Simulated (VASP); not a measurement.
# C (Pm-3m) in VASP: notebook

The runs below take C through single point, with r2SCAN.

Program: VASP 6.6.1. These are calculated values, not measurements. Logs are shortened: lines on timing, memory, paths and dates and some standing lists are left out, and cuts for length are marked.

**1. The cell of the first run**

It takes space group Pm-3m (No. 221, cubic). The conventional cell has a = 1.770 Å, b = 1.770 Å, c = 1.770 Å, α = 90.00°, β = 90.00°, γ = 90.00°. Within 2.4 Å of C (site symmetry m-3m) lie 6 C at 1.77 Å.

**2. Single point, r2SCAN**

The input, POSCAR:

```
C
1.0
    1.7699689494      0.0000000000      0.0000000000
    0.0000000000      1.7699689494      0.0000000000
    0.0000000000      0.0000000000      1.7699689494
C
1
Direct
    0.0000000000      0.0000000000      0.0000000000
```

The input, INCAR.step1:

```
  PREC = Accurate
  ENCUT = 520
  ISMEAR = -1
  SIGMA = 0.1
  LREAL = F
  LASPH = T
  NELM = 100
  NBANDS = 8
  GGA = PE
  ALGO = Normal
  EDIFF = 1E-4
  LWAVE = T
  LCHARG = F
```

The input, INCAR.step2:

```
  PREC = Accurate
  ENCUT = 520
  EDIFF = 1E-6
  ISMEAR = -1
  SIGMA = 0.1
  LREAL = F
  LASPH = T
  NELM = 100
  ALGO = Normal
  ISIF = 2
  LWAVE = F
  LCHARG = F
  METAGGA = R2SCAN
  LMIXTAU = T
  NBANDS = 8
  ISTART = 1
```

The input, KPOINTS:

```
regular mesh
0
Gamma
  16 16 16
```

Potentials or basis: VASP PAW PBE potentials, release 64 (C).

Launch:

```bash
> cat potpaw_PBE.64/C/POTCAR > POTCAR
> cp INCAR.step1 INCAR
> mpirun -np 1 vasp_std > vasp.out
> cp INCAR.step2 INCAR
> mpirun -np 1 vasp_std > vasp.out
```

OUTCAR:

```text
PREC = Accurate
   ENCUT = 520
   EDIFF = 1E-6
   ISMEAR = -1
   LREAL = F
   LASPH = T
   NELM = 100
   ISIF = 2
   METAGGA = R2SCAN
   ISTART = 1

 ion  position               nearest neighbor table
   1  0.000  0.000  0.000-

  LATTYP: Found a simple cubic cell.
 ALAT       =     1.7699689494

  Lattice vectors:

 A1 = (   1.7699689494,   0.0000000000,   0.0000000000)
 A2 = (   0.0000000000,   1.7699689494,   0.0000000000)
 A3 = (   0.0000000000,   0.0000000000,   1.7699689494)

Analysis of symmetry for initial positions (statically):
=====================================================================
 Subroutine PRICEL returns:
 Original cell was already a primitive cell.

 Routine SETGRP: Setting up the symmetry group for a
 simple cubic supercell.

 Subroutine GETGRP returns: Found 48 space group operations
 (whereof 48 operations were pure point group operations)
 out of a pool of 48 trial point group operations.

The static configuration has the point symmetry O_h .

Analysis of symmetry for dynamics (positions and initial velocities):
=====================================================================
 Subroutine PRICEL returns:
 Original cell was already a primitive cell.

 Routine SETGRP: Setting up the symmetry group for a
 simple cubic supercell.

 Subroutine GETGRP returns: Found 48 space group operations
 (whereof 48 operations were pure point group operations)
 out of a pool of 48 trial point group operations.

The dynamic configuration has the point symmetry O_h .

 Subroutine INISYM returns: Found 48 space group operations
 (whereof 48 operations are pure point group operations),
 and found     1 'primitive' translations

----------------------------------------------------------------------------------------

                                     Primitive cell

  volume of cell :       5.5449

  direct lattice vectors                    reciprocal lattice vectors
     1.769968949  0.000000000  0.000000000     0.564981663  0.000000000  0.000000000
     0.000000000  1.769968949  0.000000000     0.000000000  0.564981663  0.000000000
     0.000000000  0.000000000  1.769968949     0.000000000  0.000000000  0.564981663

  length of vectors
     1.769968949  1.769968949  1.769968949     0.564981663  0.564981663  0.564981663

  position of ions in fractional coordinates (direct lattice)
     0.000000000  0.000000000  0.000000000

  ion indices of the primitive-cell ions
   primitive index   ion index
                 1           1

----------------------------------------------------------------------------------------

 KPOINTS: regular mesh

Automatic generation of k-mesh.
 Grid dimensions read from file:
 generate k-points for:   16   16   16

 Generating k-lattice:

  Cartesian coordinates                     Fractional coordinates (reciprocal lattice)
     0.035311354  0.000000000  0.000000000     0.062500000  0.000000000  0.000000000
     0.000000000  0.035311354  0.000000000     0.000000000  0.062500000  0.000000000
     0.000000000  0.000000000  0.035311354     0.000000000  0.000000000  0.062500000

  Length of vectors
     0.035311354  0.035311354  0.035311354

  Shift w.r.t. Gamma in fractional coordinates (k-lattice)
     0.000000000  0.000000000  0.000000000

 Subroutine IBZKPT returns following result:
 ===========================================

 Found    165 irreducible k-points:

 Following reciprocal coordinates:
            Coordinates               Weight
  0.000000  0.000000  0.000000      1.000000
  0.062500  0.000000  0.000000      6.000000
  0.125000  0.000000  0.000000      6.000000
  0.187500  0.000000  0.000000      6.000000
  0.250000  0.000000  0.000000      6.000000
  0.312500  0.000000  0.000000      6.000000
[... 16 lines left out ...]
  0.437500  0.125000  0.000000     24.000000
  0.500000  0.125000  0.000000     12.000000
 [... further k-points ...]
   k-points           NKPTS =    165   k-points in BZ     NKDIM =    165   number of bands    NBANDS=      8
   number of dos      NEDOS =    301   number of ions     NIONS =      1
   total plane-waves  NPLWV =   2744
   dimension x,y,z NGX =    14 NGY =   14 NGZ =   14
   dimension x,y,z NGXF=    28 NGYF=   28 NGZF=   28
   ions per type =               1
   NGX,Y,Z   is equivalent  to a cutoff of  13.15, 13.15, 13.15 a.u.
   NGXF,Y,Z  is equivalent  to a cutoff of  26.30, 26.30, 26.30 a.u.
 SYSTEM =  unknown system
   PREC   = accura    normal or accurate (medium, high low for compatibility)
   ISTART =      1    job   : 0-new  1-cont  2-samecut
   ICHARG =      0    charge: 1-file 2-atom 10-const
   ISPIN  =      1    spin polarized calculation?
   LNONCOLLINEAR =      F non collinear calculations
   LSORBIT =      F    spin-orbit coupling
   LASPH  =      T    aspherical Exc in radial PAW
   ENCUT  =  520.0 eV  38.22 Ry    6.18 a.u.   3.29  3.29  3.29*2*pi/ulx,y,z
   NELM   =    100;   NELMIN=  2; NELMDL=  0     # of ELM steps
   EDIFF  = 0.1E-05   stopping-criterion for ELM
   LREAL  =      F    real-space projection
   EDIFFG = 0.1E-04   stopping-criterion for IOM
   NSW    =      0    number of steps for IOM
   IBRION =     -1    ionic relax: 0-MD 1-quasi-New 2-CG
   NFREE  =      0    steps in history (QN), initial steepest desc. (CG)
   ISIF   =      2    stress and relaxation
   ISYM   =      2    0-nonsym 1-usesym 2-fastsym
   POTIM  = 0.5000    time-step for ionic-motion
   TEBEG  =    0.0;   TEEND  =   0.0 temperature during run
   PSTRESS=    0.0 pullay stress
   NELECT =       4.0000    total number of electrons
   NUPDOWN=      -1.0000    fix difference up-down
   EMIN   =  10.00;   EMAX   =-10.00  energy-range for DOS
   EFERMI =   0.00;   METHOD = LEGACY
   ISMEAR =    -1;   SIGMA  =   0.10  broadening in eV -4-tet -1-fermi 0-gaus
   EFERMI_NEDOS =   21; number of points for ismear=-14 and -15
   IALGO  =     38    algorithm
   IMIX   =      4    mixing-type and parameters
     AMIX     =   0.40;   BMIX     =  1.00
     AMIX_MAG =   1.60;   BMIX_MAG =  1.00
  volume/ion in A,a.u.               =       5.54        37.42
  Fermi-wavevector in a.u.,A,eV,Ry     =   1.468236  2.774564 29.330307  2.155717
  Thomas-Fermi vector in A             =   2.583758
   LORBIT       =      0    0 simple, 1 ext, 2 COOP (PROOUT), +10 PAW based schemes
   METAGGA = R2SCAN    functional components
   LHFCALC =     F    Hartree Fock is set to
   AEXX    =    0.0000 exact exchange contribution
   IVDW    =     0    specifies the selected vdW correction
   LEPSILON=     F    determine dielectric tensor
   LRPA    =     F    only Hartree local field effects (RPA)
 non-spin polarized calculation
  energy-cutoff  :      520.00
  volume of cell :        5.54
 maximum number of plane-waves:       160
 NGX is ok and might be reduce to    14
   NGX =  7   NGY =  7   NGZ =  7

 number of electron       4.0000000 magnetization

 Free energy of the ion-electron system (eV)
  ---------------------------------------------------
  ext. energy  EPLUGINS =         0.00000000
  ---------------------------------------------------
  free energy    TOTEN  =        -7.02462680 eV

  energy without entropy =       -7.01549760  energy(sigma->0) =       -7.02006220

 E-fermi :  11.0056     XC(G=0): -14.9453

 val. band max:       10.9683255208   @ k =   0.4375   0.3750   0.3750
 cond. band min:      11.0572548683   @ k =   0.4375   0.3750   0.0000
 fundamental gap:      0.0889293475
 Fermi energy:        11.0056221920

 k-point     1 :       0.0000    0.0000    0.0000
  band No.  band energies     occupation
      1     -12.4824      2.00000
      2      21.0258      0.00000
      3      21.0258      0.00000
      4      21.0258      0.00000
      5      37.5554      0.00000
      6      37.5554      0.00000
      7      44.1932      0.00000
      8      70.0330      0.00000

 k-point     2 :       0.0625    0.0000    0.0000
  band No.  band energies     occupation
      1     -12.3208      2.00000
      2      19.8011      0.00000
      3      21.1365      0.00000
      4      21.1365      0.00000
      5      37.7353      0.00000
      6      38.8800      0.00000
      7      44.2004      0.00000
      8      68.9773      0.00000

 k-point     3 :       0.1250    0.0000    0.0000
  band No.  band energies     occupation
      1     -11.8360      2.00000
      2      16.9480      0.00000
      3      21.4587      0.00000
      4      21.4587      0.00000
      5      38.2720      0.00000
      6      41.7995      0.00000
      7      44.4048      0.00000
      8      66.2738      0.00000

 k-point     4 :       0.1875    0.0000    0.0000
  band No.  band energies     occupation
      1     -11.0289      2.00000
      2      13.5166      0.00000
      3      21.9682      0.00000
      4      21.9682      0.00000
      5      39.1552      0.00000
      6      43.3192      0.00000
      7      46.5794      0.00000
      8      62.9082      0.00000

 k-point     5 :       0.2500    0.0000    0.0000
  band No.  band energies     occupation
      1      -9.9014      2.00000
      2       9.9990      1.99991
      3      22.6140      0.00000
      4      22.6140      0.00000
      5      40.3617      0.00000
      6      43.3229      0.00000
      7      50.0053      0.00000
      8      59.5592      0.00000
[... 177 lines left out ...]
 k-point    22 :       0.3750    0.1250    0.0000
  band No.  band energies     occupation
      1      -6.0826      2.00000
      2       3.9354      2.00000
      3      20.9731      0.00000
      4      24.3587      0.00000
      5      39.1646      0.00000
      6      46.0895      0.00000
      7      53.0080      0.00000
      8      55.0826      0.00000

 k-point    23 :       0.4375    0.1250    0.0000
  band No.  band energies     occupation
      1      -4.0462      2.00000
      2       1.0487      2.00000
      3      21.6198      0.00000
      4      24.8197      0.00000
      5      38.1561      0.00000
      6      47.6572      0.00000
      7      51.4560      0.00000
      8      53.5144      0.00000

 k-point    24 :       0.5000    0.1250    0.0000
  band No.  band energies     occupation
      1      -2.1281      2.00000
      2      -1.1553      2.00000
      3      21.8666      0.00000
      4      24.9891      0.00000
      5      37.7762      0.00000
      6      48.7289      0.00000
      7      50.3861      0.00000
      8      53.0125      0.00000

 [... further k-points ...]
[... 5 lines left out ...]
  --------------------------------------------------------------------------------------
  -------------------------------------------------------------------------------------
  Total        0.0208909      0.0208909      0.0208909     -0.0000000      0.0000000     -0.0000000
  in kB        6.0363093      6.0363093      6.0363093     -0.0000000      0.0000000     -0.0000000
  external PRESSURE =       6.0363093 kB  Pullay stress =       0.0000000 kB

 VOLUME and BASIS-vectors are now :
 -----------------------------------------------------------------------------
  energy-cutoff  :      520.00
  volume of cell :        5.54
      direct lattice vectors                 reciprocal lattice vectors
     1.769968949  0.000000000  0.000000000     0.564981663  0.000000000  0.000000000
     0.000000000  1.769968949  0.000000000     0.000000000  0.564981663  0.000000000
     0.000000000  0.000000000  1.769968949     0.000000000  0.000000000  0.564981663

 POSITION                                       TOTAL-FORCE (eV/Angst)
 -----------------------------------------------------------------------------------
      0.00000      0.00000      0.00000         0.000000      0.000000      0.000000
 -----------------------------------------------------------------------------------
    total drift:                                0.000000     -0.000000     -0.000000

  FREE ENERGIE OF THE ION-ELECTRON SYSTEM (eV)
  ---------------------------------------------------
  free  energy   TOTEN  =        -7.0246267987 eV

  energy  without entropy=       -7.0154976004  energy(sigma->0) =       -7.02006220
```

Run time: 6.2 s. Hardware: 1 thread of Intel Xeon 6975P-C (Granite Rapids), shared host; peak memory 0.11 GiB.

Results:

```yaml
Free_energy: -7.0246 eV
Pressure: 0.6 GPa
Band_gap_on_the_k_mesh: zero (bands 2 and 3 overlap by 13.26 eV)
```

Levels at points of the mesh, in eV from the Fermi level:
```
           k point  band 1  band 2  band 3  band 4  band 5  band 6
(0.00, 0.00, 0.00)  -23.49   10.02   10.02   10.02   26.55   26.55
(0.50, 0.00, 0.00)  -13.68  -12.80   13.61   13.61   31.80   34.62
(0.50, 0.50, 0.00)   -6.43   -6.43   -3.24    8.86   16.55   44.19
(0.50, 0.50, 0.50)   -1.08   -1.08   -1.08    8.86   18.27   18.27
```

Caveat: the PAW data sets were made with another functional, which shifts forces and pressure a little.

**3. Single point, r2SCAN (5.54 Å³/atom)**

POSCAR is that of step 2.

The input, INCAR.step1:

```
  ALGO = Normal
  EDIFF = 1E-4
  ENCUT = 520
  GGA = PE
  ISMEAR = -1
  LASPH = T
  LCHARG = F
  LREAL = F
  LWAVE = T
  NBANDS = 8
  NELM = 60
  PREC = Accurate
  SIGMA = 0.1
```

The input, INCAR.step2:

```
  ALGO = Normal
  EDIFF = 1E-6
  ENCUT = 520
  ISIF = 2
  ISMEAR = -1
  ISTART = 1
  LASPH = T
  LCHARG = F
  LMIXTAU = T
  LREAL = F
  LWAVE = F
  METAGGA = R2SCAN
  NBANDS = 8
  NELM = 60
  PREC = Accurate
  SIGMA = 0.1
```

The input, KPOINTS:

```
k-points
0
Gamma
  20 20 20
```

Potentials or basis: VASP PAW PBE potentials, release 64 (C).

Launch:

```bash
> cat potpaw_PBE.64/C/POTCAR > POTCAR
> cp INCAR.step1 INCAR
> mpirun -np 1 vasp_std > vasp.out
> cp INCAR.step2 INCAR
> mpirun -np 1 vasp_std > vasp.out
```

Wall time 9 s (1 thread of Intel Xeon 6975P-C (Granite Rapids), shared host); peak memory 0.11 GiB.

Results (log left out):

| Item | Value |
| --- | --- |
| Free energy | -7.0333 eV |
| Pressure | 5.2 GPa |
| Band gap on the k mesh | zero (bands 2 and 3 overlap by 13.26 eV) |

Levels at points of the mesh, in eV from the Fermi level:
```
           k point  band 1  band 2  band 3  band 4  band 5  band 6  band 7
(0.00, 0.00, 0.00)  -23.32   10.19   10.19   10.19   26.72   26.72   33.35
(0.50, 0.00, 0.00)  -13.51  -12.63   13.78   13.78   31.96   34.79   41.44
(0.50, 0.50, 0.00)   -6.27   -6.27   -3.08    9.02   16.72   44.36   44.36
(0.50, 0.50, 0.50)   -0.91   -0.91   -0.91    9.02   18.44   18.44   18.44
```

Caveat: the cell stands under pressure; the PAW data sets were made with another functional, which shifts forces and pressure a little.

The gap in the log of VASP goes by the Fermi energy; the results here count the filled bands.